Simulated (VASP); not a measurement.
# AlN (P3m1) in VASP: further runs

The runs below take AlN through single point, with r2SCAN.

All numbers are computed with VASP 6.6.1; they aren't measurements. Logs are shortened: lines on timing, memory, paths and dates and some standing lists are left out, and cuts for length are marked.

## 1. The cell of the first run

Symmetry: P3m1, No. 156, trigonal system. The conventional cell has a = 3.107 Å, b = 3.107 Å, c = 4.978 Å, α = 90.00°, β = 90.00°, γ = 120.00°. Within 2.4 Å of Al (site symmetry 3m) lie 4 N at 1.80 to 2.35 Å. Al (site symmetry 3m) has 4 N at 1.89 to 1.90 Å within 2.5 Å. Within 2.5 Å of N (site symmetry 3m) lie 4 Al at 1.89 to 2.35 Å. N (site symmetry 3m) has 4 Al at 1.80 to 1.90 Å within 2.4 Å.

## 2. Single point, r2SCAN (atom 1 (Al) moved by (+0.000, -0.450) A along x and z)

POSCAR reads:

```
AlN
1.0
    3.1066653383      0.0000000000      0.0000000000
   -1.5533326691      2.6904511040      0.0000000000
    0.0000000000      0.0000000000      4.9784048429
Al N
2 2
Direct
    0.3333333333      0.6666666667     -0.0886974966
    0.6666666667      0.3333333333      0.5016929024
    0.3333333333      0.6666666667      0.3833070976
    0.6666666667      0.3333333333      0.8833070976
```

INCAR.step1 reads:

```
  ALGO = Normal
  EDIFF = 1E-4
  ENCUT = 520
  GGA = PE
  ISMEAR = 0
  LASPH = T
  LCHARG = F
  LREAL = F
  LWAVE = T
  NBANDS = 16
  NELM = 80
  PREC = Accurate
  SIGMA = 0.05
```

INCAR.step2 reads:

```
  ALGO = Normal
  EDIFF = 1E-6
  ENCUT = 520
  ISIF = 2
  ISMEAR = 0
  ISTART = 1
  LASPH = T
  LCHARG = F
  LMIXTAU = T
  LREAL = F
  LWAVE = F
  METAGGA = R2SCAN
  NBANDS = 16
  NELM = 80
  PREC = Accurate
  SIGMA = 0.05
```

KPOINTS reads:

```
k-points
0
Gamma
  12 12 6
```

Potentials or basis: VASP PAW PBE potentials, release 64 (Al, N).

Launch:

```bash
> cat potpaw_PBE.64/Al/POTCAR potpaw_PBE.64/N/POTCAR > POTCAR
> cp INCAR.step1 INCAR
> mpirun -np 1 vasp_std > vasp.out
> cp INCAR.step2 INCAR
> mpirun -np 1 vasp_std > vasp.out
```

OUTCAR:

```text
EDIFF = 1E-6
   ENCUT = 520
   ISIF = 2
   ISMEAR = 0
   ISTART = 1
   LASPH = T
   LREAL = F
   METAGGA = R2SCAN
   NELM = 80
   PREC = Accurate

 ion  position               nearest neighbor table
   1  0.333  0.667  0.911-   4 1.80   4 1.80   4 1.80   3 2.35   2 2.72   2 2.72   2 2.72
   2  0.667  0.333  0.502-   3 1.89   3 1.89   3 1.89   4 1.90   1 2.72   1 2.72   1 2.72
   3  0.333  0.667  0.383-   2 1.89   2 1.89   2 1.89   1 2.35
   4  0.667  0.333  0.883-   1 1.80   1 1.80   1 1.80   2 1.90

  LATTYP: Found a hexagonal cell.
 ALAT       =     3.1066653383
 C/A-ratio  =     1.6024915145

  Lattice vectors:

 A1 = (   3.1066653383,   0.0000000000,   0.0000000000)
 A2 = (  -1.5533326691,   2.6904511040,   0.0000000000)
 A3 = (   0.0000000000,   0.0000000000,   4.9784048429)

Analysis of symmetry for initial positions (statically):
=====================================================================
 Subroutine PRICEL returns:
 Original cell was already a primitive cell.

 Routine SETGRP: Setting up the symmetry group for a
 hexagonal supercell.

 Subroutine GETGRP returns: Found  6 space group operations
 (whereof  6 operations were pure point group operations)
 out of a pool of 24 trial point group operations.

The static configuration has the point symmetry C_3v.

Analysis of symmetry for dynamics (positions and initial velocities):
=====================================================================
 Subroutine PRICEL returns:
 Original cell was already a primitive cell.

 Routine SETGRP: Setting up the symmetry group for a
 hexagonal supercell.

 Subroutine GETGRP returns: Found  6 space group operations
 (whereof  6 operations were pure point group operations)
 out of a pool of 24 trial point group operations.

The dynamic configuration has the point symmetry C_3v.

 Subroutine INISYM returns: Found  6 space group operations
 (whereof  6 operations are pure point group operations),
 and found     1 'primitive' translations

----------------------------------------------------------------------------------------

                                     Primitive cell

  volume of cell :      41.6112

  direct lattice vectors                    reciprocal lattice vectors
     3.106665338  0.000000000  0.000000000     0.321888550  0.185842441  0.000000000
    -1.553332669  2.690451104  0.000000000     0.000000000  0.371684882  0.000000000
     0.000000000  0.000000000  4.978404843     0.000000000  0.000000000  0.200867553
[... 85 lines left out ...]
   LASPH  =      T    aspherical Exc in radial PAW
   ENCUT  =  520.0 eV  38.22 Ry    6.18 a.u.   5.78  5.78  9.26*2*pi/ulx,y,z
   NELM   =     80;   NELMIN=  2; NELMDL=  0     # of ELM steps
   EDIFF  = 0.1E-05   stopping-criterion for ELM
   LREAL  =      F    real-space projection
   EDIFFG = 0.1E-04   stopping-criterion for IOM
   NSW    =      0    number of steps for IOM
   IBRION =     -1    ionic relax: 0-MD 1-quasi-New 2-CG
   NFREE  =      0    steps in history (QN), initial steepest desc. (CG)
   ISIF   =      2    stress and relaxation
   ISYM   =      2    0-nonsym 1-usesym 2-fastsym
   POTIM  = 0.5000    time-step for ionic-motion
   TEBEG  =    0.0;   TEEND  =   0.0 temperature during run
   PSTRESS=    0.0 pullay stress
   NELECT =      16.0000    total number of electrons
   NUPDOWN=      -1.0000    fix difference up-down
   EMIN   =  10.00;   EMAX   =-10.00  energy-range for DOS
   EFERMI =   0.00;   METHOD = LEGACY
   ISMEAR =     0;   SIGMA  =   0.05  broadening in eV -4-tet -1-fermi 0-gaus
   EFERMI_NEDOS =   21; number of points for ismear=-14 and -15
   IALGO  =     38    algorithm
   IMIX   =      4    mixing-type and parameters
     AMIX     =   0.40;   BMIX     =  1.00
     AMIX_MAG =   1.60;   BMIX_MAG =  1.00
  volume/ion in A,a.u.               =      10.40        70.20
  Fermi-wavevector in a.u.,A,eV,Ry     =   1.190451  2.249626 19.281821  1.417174
  Thomas-Fermi vector in A             =   2.326535
   LORBIT       =      0    0 simple, 1 ext, 2 COOP (PROOUT), +10 PAW based schemes
   METAGGA = R2SCAN    functional components
   LHFCALC =     F    Hartree Fock is set to
   AEXX    =    0.0000 exact exchange contribution
   IVDW    =     0    specifies the selected vdW correction
   LEPSILON=     F    determine dielectric tensor
   LRPA    =     F    only Hartree local field effects (RPA)
 non-spin polarized calculation
 Gauss-broadening in eV      SIGMA  =   0.05
  energy-cutoff  :      520.00
  volume of cell :       41.61
 maximum number of plane-waves:      1140
   NGX = 11   NGY = 11   NGZ = 19

 number of electron      15.9999997 magnetization

 Free energy of the ion-electron system (eV)
  ---------------------------------------------------
  ext. energy  EPLUGINS =         0.00000000
  ---------------------------------------------------
  free energy    TOTEN  =       -37.24220119 eV

  energy without entropy =      -37.24220119  energy(sigma->0) =      -37.24220119

 E-fermi :   6.7893     XC(G=0): -11.4158

 val. band max:        6.5238499587   @ k =   0.0000   0.0000   0.0000
 cond. band min:      10.2842287286   @ k =   0.0000   0.0000   0.0000
 fundamental gap:      3.7603787699
 Fermi energy:         6.7893029496

 k-point     1 :       0.0000    0.0000    0.0000
  band No.  band energies     occupation
      1     -10.7138      2.00000
      2      -7.7232      2.00000
      3      -0.0918      2.00000
      4       3.7565      2.00000
      5       3.7565      2.00000
      6       6.1560      2.00000
[... 433 lines left out ...]
      3       0.6054      2.00000
      4       2.5128      2.00000
      5       3.5153      2.00000
      6       4.7497      2.00000
[... 8 lines left out ...]
     15      19.2571      0.00000
     16      19.8599      0.00000

 [... further k-points ...]
[... 5 lines left out ...]
  --------------------------------------------------------------------------------------
  -------------------------------------------------------------------------------------
  Total        3.3197319      3.3197319     -1.6630822      0.0000000      0.0000000      0.0000000
  in kB      127.8214705    127.8214705    -64.0345703      0.0000000      0.0000000      0.0000000
  external PRESSURE =      63.8694569 kB  Pullay stress =       0.0000000 kB

 VOLUME and BASIS-vectors are now :
 -----------------------------------------------------------------------------
  energy-cutoff  :      520.00
  volume of cell :       41.61
      direct lattice vectors                 reciprocal lattice vectors
     3.106665338  0.000000000  0.000000000     0.321888550  0.185842441  0.000000000
    -1.553332669  2.690451104  0.000000000     0.000000000  0.371684882  0.000000000
     0.000000000  0.000000000  4.978404843     0.000000000  0.000000000  0.200867553

 POSITION                                       TOTAL-FORCE (eV/Angst)
 -----------------------------------------------------------------------------------
     -0.00000      1.79363      4.53683        -0.000000     -0.000000      3.622666
      1.55333      0.89682      2.49763         0.000000      0.000000     -3.474986
     -0.00000      1.79363      1.90826        -0.000000      0.000000      1.263054
      1.55333      0.89682      4.39746        -0.000000      0.000000     -1.410734
 -----------------------------------------------------------------------------------
    total drift:                                0.000002     -0.000001     -0.005097

  FREE ENERGIE OF THE ION-ELECTRON SYSTEM (eV)
  ---------------------------------------------------
  free  energy   TOTEN  =       -37.2422011853 eV

  energy  without entropy=      -37.2422011853  energy(sigma->0) =      -37.24220119
```

OUTCAR.step1:

```text
EDIFF = 1E-4
   ENCUT = 520
   GGA = PE
   ISMEAR = 0
[... 685 lines left out ...]
     -0.00000      1.79363      4.53683         0.000000     -0.000000      3.469268
      1.55333      0.89682      2.49763         0.000000     -0.000000     -3.328833
     -0.00000      1.79363      1.90826        -0.000000      0.000000      1.008861
      1.55333      0.89682      4.39746         0.000000     -0.000000     -1.149296
 -----------------------------------------------------------------------------------
    total drift:                                0.000000      0.000000     -0.002708

  FREE ENERGIE OF THE ION-ELECTRON SYSTEM (eV)
  ---------------------------------------------------
  free  energy   TOTEN  =       -28.6099858174 eV

  energy  without entropy=      -28.6099858174  energy(sigma->0) =      -28.60998582
```

OSZICAR.step1:

```text
N       E                     dE             d eps       ncg     rms          rms(c)
DAV:   1     0.435893461209E+02    0.43589E+02   -0.73977E+03  3200   0.900E+02
DAV:   2    -0.298405115670E+02   -0.73430E+02   -0.67568E+02  4552   0.190E+02
DAV:   3    -0.333763419281E+02   -0.35358E+01   -0.35259E+01  3952   0.430E+01
DAV:   4    -0.333994929604E+02   -0.23151E-01   -0.23150E-01  4056   0.393E+00
DAV:   5    -0.333998227187E+02   -0.32976E-03   -0.32976E-03  4016   0.469E-01    0.123E+01
DAV:   6    -0.286458622123E+02    0.47540E+01   -0.10413E+01  3848   0.238E+01    0.433E+00
DAV:   7    -0.286286830576E+02    0.17179E-01   -0.63302E-01  3400   0.590E+00    0.292E+00
DAV:   8    -0.286088803040E+02    0.19803E-01   -0.36595E-02  4464   0.191E+00    0.581E-01
DAV:   9    -0.286095154018E+02   -0.63510E-03   -0.73589E-03  3656   0.729E-01    0.238E-01
DAV:  10    -0.286098136636E+02   -0.29826E-03   -0.10471E-03  4136   0.243E-01    0.117E-01
DAV:  11    -0.286099897397E+02   -0.17608E-03   -0.28368E-04  3368   0.166E-01    0.307E-02
DAV:  12    -0.286099858174E+02    0.39223E-05   -0.30637E-05  1784   0.609E-02
   1 F= -.28609986E+02 E0= -.28609986E+02  d E =-.166161E-10
```

It took 3.3 min on 1 thread of Intel Xeon Platinum 8488C (Sapphire Rapids), shared host; peak memory 0.2 GiB.

Results:

* Free energy: -37.2422 eV
* Pressure: 6.4 GPa
* Largest force: 3.623 eV/Å
* Band gap on the k mesh: 3.76 eV

Forces in eV/Å, atoms in the order of the input:
```
Al   0.000  0.000  3.623
Al   0.000  0.000 -3.475
N    0.000  0.000  1.263
N    0.000  0.000 -1.411
```

Stress tensor (GPa, compression positive):
```
12.78  0.00  0.00
 0.00 12.78  0.00
 0.00  0.00 -6.40
```

Levels at points of the mesh, in eV from the valence-band top:
```tsv
k point	band 6	band 7	band 8	band 9	band 10	band 11
(0.00, 0.00, 0.00)	-0.37	-0.37	0.00	3.76	7.37	10.76
(0.50, 0.00, 0.00)	-3.68	-1.91	-1.04	5.36	6.15	8.46
(0.00, 0.00, 0.50)	-2.73	-0.42	-0.42	6.01	7.50	9.79
(0.50, 0.00, 0.50)	-2.24	-1.32	-1.25	4.78	5.52	8.91
```

Caveat: the cell differs from its parent crystal (atom 1 (Al) moved by (+0.000, -0.450) A along x and z); the cell stands under pressure; the PAW data sets were made with another functional, which shifts forces and pressure a little.

## 3. Single point, r2SCAN (atom 1 (Al) moved by (+0.000, +0.450) A along x and z)

Edit POSCAR of step 2 so:

```diff
@@ -8,3 +8,3 @@
 Direct
-    0.3333333333      0.6666666667     -0.0886974966
+    0.3333333333      0.6666666667      0.0920833014
     0.6666666667      0.3333333333      0.5016929024
```

INCAR.step1 reads:

```
  PREC = Accurate
  ENCUT = 520
  ISMEAR = 0
  SIGMA = 0.05
  LREAL = False
  LASPH = True
  NELM = 60
  NBANDS = 16
  GGA = PE
  ALGO = Normal
  EDIFF = 1E-4
  LWAVE = True
  LCHARG = False
```

INCAR.step2 reads:

```
  PREC = Accurate
  ENCUT = 520
  EDIFF = 1E-6
  ISMEAR = 0
  SIGMA = 0.05
  LREAL = False
  LASPH = True
  NELM = 60
  ALGO = Normal
  ISIF = 2
  LWAVE = False
  LCHARG = True
  METAGGA = R2SCAN
  LMIXTAU = True
  LELF = True
  LVHAR = True
  NBANDS = 16
  ISTART = 1
```

KPOINTS reads:

```
Automatic mesh
0
Gamma
  12 12 6
```

Potentials or basis: VASP PAW PBE potentials, release 64 (Al, N).

Launch:

```bash
> cat potpaw_PBE.64/Al/POTCAR potpaw_PBE.64/N/POTCAR > POTCAR
> cp INCAR.step1 INCAR
> mpirun -np 1 vasp_std > vasp.out
> cp INCAR.step2 INCAR
> mpirun -np 1 vasp_std > vasp.out
```

Run time: 3.6 min. Hardware: 1 thread of Intel Xeon Platinum 8488C (Sapphire Rapids), shared host; peak memory 0.2 GiB.

Results (log left out):

```yaml
Free_energy: -34.2981 eV
Pressure: 26.2 GPa
Largest_force: 24.922 eV/Å
Band_gap_on_the_k_mesh: 1.96 eV
```

Forces on the atoms (eV/Å):
```
Al    0.000   0.000 -24.922
Al    0.000   0.000   4.154
N     0.000   0.000  17.281
N     0.000   0.000   3.487
```

Stress tensor (GPa, compression positive):
```
-1.42  0.00  0.00
 0.00 -1.42  0.00
 0.00  0.00 81.30
```

Levels at points of the mesh, in eV from the valence-band top:
```
           k point  band 5  band 6  band 7  band 8  band 9  band 10  band 11  band 12
(0.00, 0.00, 0.00)   -4.49   -2.38    0.00    0.00    1.96     6.29     9.03     9.20
(0.50, 0.00, 0.00)   -5.46   -4.53   -3.50   -0.83    3.65     4.28     7.25     9.55
(0.00, 0.00, 0.50)   -4.48   -4.48   -0.02   -0.02    3.50     5.98     8.86     8.86
(0.50, 0.00, 0.50)   -5.40   -3.46   -2.77   -1.05    3.06     4.13     8.12     9.28
```

Caveat: the cell differs from its parent crystal (atom 1 (Al) moved by (+0.000, +0.450) A along x and z); the cell stands under pressure; the PAW data sets were made with another functional, which shifts forces and pressure a little. A k mesh can miss the band edges.

## 4. Single point, r2SCAN (atom 1 (Al) moved by (+0.000, -0.225) A along x and z)

Edit POSCAR of step 3 so:

```diff
@@ -8,3 +8,3 @@
 Direct
-    0.3333333333      0.6666666667      0.0920833014
+    0.3333333333      0.6666666667     -0.0435022971
     0.6666666667      0.3333333333      0.5016929024
```

INCAR.step1 reads:

```
PREC = Accurate
ENCUT = 520
ISMEAR = 0
SIGMA = 0.05
LREAL = F
LASPH = T
NELM = 60
NBANDS = 16
GGA = PE
ALGO = Normal
EDIFF = 1E-4
LWAVE = T
LCHARG = F
```

INCAR.step2 reads:

```
PREC = Accurate
ENCUT = 520
EDIFF = 1E-6
ISMEAR = 0
SIGMA = 0.05
LREAL = F
LASPH = T
NELM = 60
ALGO = Normal
ISIF = 2
LWAVE = F
LCHARG = F
METAGGA = R2SCAN
LMIXTAU = T
NBANDS = 16
ISTART = 1
```

KPOINTS reads:

```
regular mesh
0
Gamma
  12 12 6
```

Launch:

```bash
> cat potpaw_PBE.64/Al/POTCAR potpaw_PBE.64/N/POTCAR > POTCAR
> cp INCAR.step1 INCAR
> mpirun -np 1 vasp_std > vasp.out
> cp INCAR.step2 INCAR
> mpirun -np 1 vasp_std > vasp.out
```

It took 3 min on 1 thread of Intel Xeon Platinum 8488C (Sapphire Rapids), shared host; peak memory 0.2 GiB.

The run converged. Its results:

```
Free energy            : -38.0384 eV
Pressure               : 1.8 GPa
Largest force          : 3.146 eV/Å
Band gap on the k mesh : 4.34 eV
```

Forces on the atoms (eV/Å):
```
Al   0.000  0.000  3.146
Al   0.000  0.000 -1.887
N    0.000  0.000 -0.109
N    0.000  0.000 -1.150
```

Stress tensor (GPa, compression positive):
```
 5.79  0.00  0.00
 0.00  5.79  0.00
 0.00  0.00 -6.24
```

Levels at points of the mesh, in eV from the valence-band top:
```
           k point  band 4  band 5  band 6  band 7  band 8  band 9  band 10  band 11  band 12  band 13
(0.00, 0.00, 0.00)   -1.95   -1.95   -0.28   -0.28    0.00    4.34     7.38    11.42    11.42    11.44
(0.50, 0.00, 0.00)   -4.43   -3.71   -2.97   -1.85   -0.92    6.05     6.24     8.66    10.74    11.36
(0.00, 0.00, 0.50)   -3.19   -1.90   -1.90   -0.36   -0.36    6.54     7.43    10.39    11.35    11.35
(0.50, 0.00, 0.50)   -5.60   -2.76   -1.90   -1.28   -1.27    5.52     5.65     9.40     9.93    12.34
```

Caveat: the cell differs from its parent crystal (atom 1 (Al) moved by (+0.000, -0.225) A along x and z); the PAW data sets were made with another functional, which shifts forces and pressure a little. A k mesh can miss the band edges.

(Part 1 of 2 ends here.)
